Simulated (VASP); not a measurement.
# Ta in VASP: settings compared, part 2 of 2

VASP 6.6.1. Earlier steps stand in the parts before.

**4. Single point, LDA**

This run uses another cell than the first one, of 18.82 Å³/atom, 0.943 times its volume.

Contents of INCAR:

```
SYSTEM = Ta
PREC     = Accurate       ! precision mode
ENCUT    = 520            ! plane-wave cutoff, eV
EDIFF    = 1E-6           ! SCF threshold, eV
ISMEAR   = -1             ! smearing method
SIGMA    = 0.05           ! smearing width, eV
LREAL    = .FALSE.        ! projectors in reciprocal space
LASPH    = .TRUE.         ! aspherical terms in the spheres
NELM     = 60             ! most SCF steps
ALGO     = Normal         ! electronic algorithm
ISIF     = 2              ! what is computed and relaxed
LWAVE    = .FALSE.        ! write WAVECAR
LCHARG   = .FALSE.        ! write CHGCAR
NBANDS   = 18             ! bands
```

Contents of KPOINTS:

```
regular mesh
0
G
  6 6 3
  0 0 0
```

Contents of POSCAR:

```
Ta
1.0
    2.9003720726      0.0000000000      0.0000000000
   -1.4501860363      2.5117958953      0.0000000000
    0.0000000000      0.0000000000      5.1662740000
Ta
2
Direct
    0.3333333333      0.6666666667      0.2500000000
    0.6666666667      0.3333333333      0.7500000000
```

Potentials or basis: VASP PAW LDA potentials, release 64 (Ta_pv).

Run with:

```console
$ cat potpaw_LDA.64/Ta_pv/POTCAR > POTCAR
$ mpirun -np 1 vasp_std > vasp.out
```

OUTCAR:

```text
SYSTEM = Ta
   PREC = Accurate
   ENCUT = 520
   EDIFF = 1E-6
   ISMEAR = -1
   LREAL = .FALSE.
   LASPH = .TRUE.
   NELM = 60
   ISIF = 2

 ion  position               nearest neighbor table
   1  0.333  0.667  0.250-   2 3.08   2 3.08   2 3.08   2 3.08   2 3.08   2 3.08
   2  0.667  0.333  0.750-   1 3.08   1 3.08   1 3.08   1 3.08   1 3.08   1 3.08

  LATTYP: Found a hexagonal cell.
 ALAT       =     2.9003720726
 C/A-ratio  =     1.7812452577

  Lattice vectors:

 A1 = (   2.9003720726,   0.0000000000,   0.0000000000)
 A2 = (  -1.4501860363,   2.5117958953,   0.0000000000)
 A3 = (   0.0000000000,   0.0000000000,   5.1662740000)

Analysis of symmetry for initial positions (statically):
=====================================================================
 Subroutine PRICEL returns:
 Original cell was already a primitive cell.

 Routine SETGRP: Setting up the symmetry group for a
 hexagonal supercell.

 Subroutine GETGRP returns: Found 24 space group operations
 (whereof 12 operations were pure point group operations)
 out of a pool of 24 trial point group operations.

The static configuration has the point symmetry D_3d.
 The point group associated with its full space group is D_6h.

[... 147 lines left out ...]

  energy without entropy =      -24.95625841  energy(sigma->0) =      -24.96692009

 E-fermi :   5.5358     XC(G=0): -12.5616

 val. band max:        5.5268661250   @ k =   0.1667   0.0000   0.0000
 cond. band min:       5.5613574902   @ k =   0.3333  -0.0000   0.3333
 fundamental gap:      0.0344913652
 Fermi energy:         5.5357663365

 k-point     1 :       0.0000    0.0000    0.0000
  band No.  band energies     occupation
      1     -28.9319      2.00000
      2     -28.1062      2.00000
      3     -27.9954      2.00000
      4     -27.9954      2.00000
      5     -27.9120      2.00000
      6     -27.9120      2.00000
[... 271 lines left out ...]
      5     -28.2648      2.00000
      6     -28.2648      2.00000
[... 10 lines left out ...]
     17      13.4482      0.00000
     18      13.4482      0.00000

------------------------ aborting loop because EDIFF is reached ----------------------------------------

  FORCE on cell =-STRESS in cart. coord.  units (eV):
  Direction    XX          YY          ZZ          XY          YZ          ZX
  --------------------------------------------------------------------------------------
  -------------------------------------------------------------------------------------
  Total       -3.0351331     -3.0351331     -2.3354142      0.0000000      0.0000000     -0.0000000
  in kB     -129.2030698   -129.2030698    -99.4166232      0.0000000      0.0000000     -0.0000000
  external PRESSURE =    -119.2742543 kB  Pullay stress =       0.0000000 kB

 VOLUME and BASIS-vectors are now :
 -----------------------------------------------------------------------------
  energy-cutoff  :      520.00
  volume of cell :       37.64
      direct lattice vectors                 reciprocal lattice vectors
     2.900372073  0.000000000  0.000000000     0.344783350  0.199060760  0.000000000
    -1.450186036  2.511795895  0.000000000     0.000000000  0.398121520  0.000000000
     0.000000000  0.000000000  5.166274000     0.000000000  0.000000000  0.193563098

 POSITION                                       TOTAL-FORCE (eV/Angst)
 -----------------------------------------------------------------------------------
     -0.00000      1.67453      1.29157         0.000000      0.000000      0.000000
      1.45019      0.83727      3.87471        -0.000000     -0.000000      0.000000
 -----------------------------------------------------------------------------------
    total drift:                               -0.000000      0.000000     -0.000000

  FREE ENERGIE OF THE ION-ELECTRON SYSTEM (eV)
  ---------------------------------------------------
  free  energy   TOTEN  =       -24.9775817800 eV

  energy  without entropy=      -24.9562584079  energy(sigma->0) =      -24.96692009
```

OSZICAR:

```text
N       E                     dE             d eps       ncg     rms          rms(c)
DAV:   1     0.162296947157E+03    0.16230E+03   -0.12626E+04   504   0.125E+03
DAV:   2    -0.220453189684E+02   -0.18434E+03   -0.18166E+03   612   0.345E+02
DAV:   3    -0.259642974008E+02   -0.39190E+01   -0.38750E+01   612   0.482E+01
DAV:   4    -0.259914344200E+02   -0.27137E-01   -0.27108E-01   574   0.425E+00
DAV:   5    -0.259916593117E+02   -0.22489E-03   -0.22487E-03   568   0.367E-01    0.175E+01
DAV:   6    -0.252140783633E+02    0.77758E+00   -0.82835E-01   542   0.758E+00    0.821E+00
DAV:   7    -0.249820410691E+02    0.23204E+00   -0.63665E-01   556   0.623E+00    0.458E-01
DAV:   8    -0.249776379549E+02    0.44031E-02   -0.91585E-03   570   0.878E-01    0.117E-01
DAV:   9    -0.249775875414E+02    0.50414E-04   -0.19638E-04   616   0.102E-01    0.472E-02
DAV:  10    -0.249775823285E+02    0.52129E-05   -0.33609E-05   592   0.407E-02    0.509E-03
DAV:  11    -0.249775817800E+02    0.54853E-06   -0.23787E-06   490   0.106E-02
   1 F= -.24977582E+02 E0= -.24966920E+02  d E =-.213234E-01
```

stdout:

```text
POSCAR found type information on POSCAR Ta
 POSCAR found :  1 types and       2 ions
 scaLAPACK will be used
 LDA part: xc-table for (Slater(with rela. corr.)+CA(PZ))
 , standard interpolation
 POSCAR, INCAR and KPOINTS ok, starting setup
 FFT: planning ... GRIDC
 FFT: planning ... GRID_SOFT
 FFT: planning ... GRID
 WAVECAR not read
 entering main loop
```

Run time: 3.8 s. Hardware: 1 thread of Intel Xeon Platinum 8559C (Emerald Rapids), shared host; peak memory 0.14 GiB.

What came out:

| Quantity | Value |
| --- | --- |
| Free energy | -24.9776 eV |
| Pressure | -11.9 GPa |
| Band gap on the k mesh | zero (band 11 reaches 6.21 eV, above the bottom of band 12 at 4.89 eV) |

Stress tensor (GPa, compression positive):
```
-12.92   0.00   0.00
  0.00 -12.92   0.00
  0.00   0.00  -9.94
```

Levels at points of the mesh, in eV from the Fermi level:
| k point | band 8 | band 9 | band 10 | band 11 | band 12 | band 13 | band 14 | band 15 |
| --- | --- | --- | --- | --- | --- | --- | --- | --- |
| (0.00, 0.00, 0.00) | -4.95 | -0.67 | -0.04 | 0.47 | 0.47 | 1.03 | 1.03 | 2.82 |
| (0.50, 0.00, 0.00) | -3.90 | -3.39 | -0.45 | -0.44 | 0.41 | 0.73 | 5.36 | 6.28 |

Caveat: the k points lie up to 0.42 Å⁻¹ apart; spin-orbit coupling is left out, which moves the levels of the heavy elements.

**5. Single point, PBE**

This run uses another cell than the first one, of 18.82 Å³/atom, 0.943 times its volume.

Contents of INCAR:

```
SYSTEM = Ta
  ALGO = Normal
  EDIFF = 1E-7
  ENCUT = 520
  GGA = PE
  ISIF = 2
  ISMEAR = -1
  LASPH = .TRUE.
  LCHARG = .TRUE.
  LELF = .TRUE.
  LREAL = .FALSE.
  LVHAR = .TRUE.
  LWAVE = .FALSE.
  NBANDS = 18
  NELM = 80
  PREC = Accurate
  SIGMA = 0.05
```

Contents of KPOINTS:

```
k-points
0
G
  6 6 3
  0 0 0
```

POSCAR is that of step 4.

Potentials or basis: VASP PAW PBE potentials, release 64 (Ta_pv).

Run with:

```console
$ cat potpaw_PBE.64/Ta_pv/POTCAR > POTCAR
$ mpirun -np 1 vasp_std > vasp.out
```

OUTCAR:

```text
SYSTEM = Ta
   EDIFF = 1E-7
   ENCUT = 520
   GGA = PE
   ISIF = 2
   ISMEAR = -1
   LASPH = .TRUE.
   LREAL = .FALSE.
   NELM = 80
   PREC = Accurate

 ion  position               nearest neighbor table
   1  0.333  0.667  0.250-   2 3.08   2 3.08   2 3.08   2 3.08   2 3.08   2 3.08
   2  0.667  0.333  0.750-   1 3.08   1 3.08   1 3.08   1 3.08   1 3.08   1 3.08

  LATTYP: Found a hexagonal cell.
 ALAT       =     2.9003720726
 C/A-ratio  =     1.7812452577

  Lattice vectors:

 A1 = (   2.9003720726,   0.0000000000,   0.0000000000)
 A2 = (  -1.4501860363,   2.5117958953,   0.0000000000)
 A3 = (   0.0000000000,   0.0000000000,   5.1662740000)

Analysis of symmetry for initial positions (statically):
=====================================================================
 Subroutine PRICEL returns:
 Original cell was already a primitive cell.

 Routine SETGRP: Setting up the symmetry group for a
 hexagonal supercell.

 Subroutine GETGRP returns: Found 24 space group operations
 (whereof 12 operations were pure point group operations)
 out of a pool of 24 trial point group operations.

The static configuration has the point symmetry D_3d.
 The point group associated with its full space group is D_6h.

Analysis of symmetry for dynamics (positions and initial velocities):
=====================================================================
 Subroutine PRICEL returns:
 Original cell was already a primitive cell.

 Routine SETGRP: Setting up the symmetry group for a
 hexagonal supercell.

 Subroutine GETGRP returns: Found 24 space group operations
 (whereof 12 operations were pure point group operations)
 out of a pool of 24 trial point group operations.

The dynamic configuration has the point symmetry D_3d.
 The point group associated with its full space group is D_6h.

 Subroutine INISYM returns: Found 24 space group operations
[... 100 lines left out ...]
   EFERMI =   0.00;   METHOD = LEGACY
   ISMEAR =    -1;   SIGMA  =   0.05  broadening in eV -4-tet -1-fermi 0-gaus
   EFERMI_NEDOS =   21; number of points for ismear=-14 and -15
   IALGO  =     38    algorithm
   IMIX   =      4    mixing-type and parameters
     AMIX     =   0.40;   BMIX     =  1.00
     AMIX_MAG =   1.60;   BMIX_MAG =  1.00
  volume/ion in A,a.u.               =      18.82       126.99
  Fermi-wavevector in a.u.,A,eV,Ry     =   1.368812  2.586680 25.492516  1.873647
  Thomas-Fermi vector in A             =   2.494743
   LORBIT       =      0    0 simple, 1 ext, 2 COOP (PROOUT), +10 PAW based schemes
   GGA     = PE    functional components
   LHFCALC =     F    Hartree Fock is set to
   AEXX    =    0.0000 exact exchange contribution
   IVDW    =     0    specifies the selected vdW correction
   LEPSILON=     F    determine dielectric tensor
   LRPA    =     F    only Hartree local field effects (RPA)
 non-spin polarized calculation
  energy-cutoff  :      520.00
  volume of cell :       37.64
 maximum number of plane-waves:      1045
 NGX is ok and might be reduce to    24

 number of electron      22.0000003 magnetization

 Free energy of the ion-electron system (eV)
  ---------------------------------------------------
  ext. energy  EPLUGINS =         0.00000000
  ---------------------------------------------------
  free energy    TOTEN  =       -23.07444776 eV

  energy without entropy =      -23.05310938  energy(sigma->0) =      -23.06377857

 E-fermi :   5.6169     XC(G=0): -12.3819

 val. band max:        5.5074090290   @ k =   0.3333  -0.0000   0.0000
 cond. band min:       5.6244018270   @ k =   0.3333  -0.0000   0.3333
 fundamental gap:      0.1169927980
 Fermi energy:         5.6169148695

 k-point     1 :       0.0000    0.0000    0.0000
  band No.  band energies     occupation
      1     -28.9891      2.00000
      2     -28.1807      2.00000
      3     -28.0733      2.00000
      4     -28.0733      2.00000
      5     -27.9918      2.00000
      6     -27.9918      2.00000
[... 271 lines left out ...]
      5     -28.3362      2.00000
      6     -28.3362      2.00000
[... 10 lines left out ...]
     17      13.5590      0.00000
     18      13.5590      0.00000

------------------------ aborting loop because EDIFF is reached ----------------------------------------

  FORCE on cell =-STRESS in cart. coord.  units (eV):
  Direction    XX          YY          ZZ          XY          YZ          ZX
  --------------------------------------------------------------------------------------
  -------------------------------------------------------------------------------------
  Total       -0.2866341     -0.2866341     -0.2851506      0.0000000      0.0000000      0.0000000
  in kB      -12.2017744    -12.2017744    -12.1386221      0.0000000      0.0000000      0.0000000
  external PRESSURE =     -12.1807236 kB  Pullay stress =       0.0000000 kB

 VOLUME and BASIS-vectors are now :
 -----------------------------------------------------------------------------
  energy-cutoff  :      520.00
  volume of cell :       37.64
      direct lattice vectors                 reciprocal lattice vectors
     2.900372073  0.000000000  0.000000000     0.344783350  0.199060760  0.000000000
    -1.450186036  2.511795895  0.000000000     0.000000000  0.398121520  0.000000000
     0.000000000  0.000000000  5.166274000     0.000000000  0.000000000  0.193563098

 POSITION                                       TOTAL-FORCE (eV/Angst)
 -----------------------------------------------------------------------------------
     -0.00000      1.67453      1.29157         0.000000     -0.000000      0.000000
      1.45019      0.83727      3.87471        -0.000000      0.000000      0.000000
 -----------------------------------------------------------------------------------
    total drift:                               -0.000000      0.000000     -0.000000

  FREE ENERGIE OF THE ION-ELECTRON SYSTEM (eV)
  ---------------------------------------------------
  free  energy   TOTEN  =       -23.0744477614 eV

  energy  without entropy=      -23.0531093803  energy(sigma->0) =      -23.06377857
```

Run time: 6.2 s. Hardware: 1 thread of Intel Xeon Platinum 8559C (Emerald Rapids), shared host; peak memory 0.15 GiB.

Results:

```yaml
Free_energy: -23.0744 eV
Pressure: -1.2 GPa
Band_gap_on_the_k_mesh: zero (band 11 reaches 6.27 eV, above the bottom of band 12 at 4.95 eV)
```

Caveat: the k points lie up to 0.42 Å⁻¹ apart; spin-orbit coupling is left out, which moves the levels of the heavy elements.

**6. Overview**

| level | potentials or basis | cell | k mesh | gap on the mesh (eV) | pressure (GPa) |
| --- | --- | --- | --- | --- | --- |
| PBE | VASP PAW PBE potentials, release 64 (Ta_pv) | a = 2.957, b = 2.957, c = 5.268 Å, angles 90.0, 90.0, 120.0°, 2 atoms | 11 × 11 × 5 | none | -10.6 |
| PBE | VASP PAW PBE potentials, release 64 (Ta_pv) | a = 2.900, b = 2.900, c = 5.166 Å, angles 90.0, 90.0, 120.0°, 2 atoms | 11 × 11 × 5 | none | -0.3 |
| LDA | VASP PAW LDA potentials, release 64 (Ta_pv) | a = 2.900, b = 2.900, c = 5.166 Å, angles 90.0, 90.0, 120.0°, 2 atoms | 6 × 6 × 3 | none | -11.9 |
| PBE | VASP PAW PBE potentials, release 64 (Ta_pv) | a = 2.900, b = 2.900, c = 5.166 Å, angles 90.0, 90.0, 120.0°, 2 atoms | 6 × 6 × 3 | none | -1.2 |

Some of these runs hold the atoms at other places in the same cell, which the table doesn't show; runs alike in all that it shows share one row.

Alike in all rows: task single point; no spin polarisation; cutoff (eV) 520; smearing fermi-dirac 0.05 eV.

Caveats: some runs use coarse meshes; spin-orbit coupling is left out, which moves the levels of the heavy elements.

Total energies depend on the potentials used, so only differences within one code and one set of settings carry meaning.
